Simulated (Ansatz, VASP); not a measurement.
ZnS: VASP beside Ansatz

Contents of INCAR:

```
SYSTEM = ZnS
PREC = Accurate ; ENCUT = 520
EDIFF = 1E-7 ; ISMEAR = 0
SIGMA = 0.05 ; LREAL = .FALSE.
LASPH = .TRUE. ; NELM = 100
ALGO = Normal ; ISIF = 2
LWAVE = .FALSE. ; LCHARG = .FALSE.
GGA = PE ; NBANDS = 16
```

The input KPOINTS:

```
Automatic mesh
0
G
  8 8 8
  0 0 0
```

POSCAR

```
ZnS
1.0
    0.0000000000      2.7215639840      2.7215639840
    2.7215639840      0.0000000000      2.7215639840
    2.7215639840      2.7215639840      0.0000000000
Zn S
1 1
Direct
    0.0000000000      0.0000000000      0.0000000000
    0.6306717283      0.7897760906      0.7897760906
```

Input for Ansatz:

```yaml
crystal:
  lattice:
    - [0.0, 2.721563984, 2.721563984]
    - [2.721563984, 0.0, 2.721563984]
    - [2.721563984, 2.721563984, 0.0]
  atoms:
    - { symbol: Zn, position: [0.0, 0.0, 0.0] }
    - { symbol: S, position: [0.6306717283, 0.7897760906, 0.7897760906] }
basis:
  ecutwfc: 420
kpoints:
  mp_grid: { grid: [8, 8, 8] }
hamiltonian:
  xc: pbe
scf:
  occupations: { method: gaussian, width: 0.05 }
output:
  forces: true
  stress: true
  eigenvalues: true
```

Change from the starting cell: all S atoms moved +0.375 Å, as atom 2 towards its neighbour atom 1 (Zn) at 2.357 Å.

Alike in both runs: task single point; functional PBE; k mesh 8 × 8 × 8; occupations gaussian, width 0.05 eV; no spin polarisation.

|  | VASP | Ansatz |
| --- | --- | --- |
| version | VASP 6.6.1 | Ansatz 0.2.0 |
| potentials or method | VASP PAW PBE potentials, release 64 (Zn, S), cutoff 520 eV | scalar-relativistic, plane waves, PAW |
| valence electrons in the cell | 18 | 18 |

|  | VASP | Ansatz | Ansatz less VASP |
| --- | --- | --- | --- |
| gap on the k mesh at the Fermi level (eV) | 1.90 | 1.89 | -0.011 |
| least direct gap on the mesh (eV) | 1.90 | 1.89 | -0.011 |
| pressure (GPa) | 7.5 | 7.4 | -0.15 |
| traceless stress, the component that is largest in VASP (GPa) | -10.42 | -10.36 | +0.060 |
| rms of the force components (eV/Å) | 2.795 | 2.783 | -0.0116 |

Atom by atom the forces differ by 0.012 eV/Å (rms over components).
